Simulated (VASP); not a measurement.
AlP:

```xyz
2
Lattice="0.0000 2.7255 2.7255 2.7255 0.0000 2.7255 2.7255 2.7255 0.0000" Properties=species:S:1:pos:R:3 pbc="T T T"
Al    0.0000    0.0000    0.0000
P     4.0882    4.0882    4.0882
```

Base run:

* Program: VASP 6.6.1
* Functional: PBE
* Dispersion: D3(BJ)
* Potentials or basis: VASP PAW PBE potentials, release 64 (Al, P)
* Cutoff: 500 eV
* k mesh: 8 × 8 × 8
* Occupations: gaussian, width 0.05 eV
* Spin: no spin polarisation

Its results: band gap on the k mesh 1.57 eV, indirect (least direct gap 3.35 eV); pressure 0.0 GPa.

The run is repeated on the same cell with these changes: dispersion from D3(BJ) to none. What comes out?

Band gap on the k mesh 1.57 eV, indirect (least direct gap 3.35 eV); pressure 2.6 GPa.

Dispersion adds attraction, which lowers the pressure at fixed volume and, as a term added to the energy, leaves the levels alone.

A k mesh can miss the band edges.
